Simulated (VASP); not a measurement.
The system is Sb.

```
CELL_PARAMETERS angstrom
0.00000 -2.37124 -2.37124
-2.37124 0.00000 -2.37124
2.37124 2.37124 -4.74249
ATOMIC_POSITIONS crystal
Sb 0.48982 0.45774 0.56015
Sb 0.01018 0.04226 0.93985
```

Base run:

| Property | Result |
| --- | --- |
| Program | VASP 6.6.1 |
| Functional | RPBE |
| Potentials or basis | VASP PAW PBE potentials, release 64 (Sb) |
| Cutoff | 520 eV |
| k mesh | 9 × 9 × 5 |
| Occupations | fermi-dirac, width 0.05 eV |
| Spin | no spin polarisation |

Its results: band gap on the k mesh zero (band 5 reaches 11.85 eV, above the bottom of band 6 at 7.43 eV); pressure 14.6 GPa; largest force 2.082 eV/Å.

Q: The run is repeated on the same cell with these changes: functional from RPBE to PBEsol. What comes out?

A: Band gap on the k mesh zero (band 5 reaches 11.58 eV, above the bottom of band 6 at 7.17 eV); pressure 10.1 GPa; largest force 1.857 eV/Å.

PBEsol binds more tightly than RPBE, so the same cell stands under less pressure.

Caveats: the PAW data sets were made with another functional, which shifts forces and pressure a little; spin-orbit coupling is left out, which moves the levels of the heavy elements.
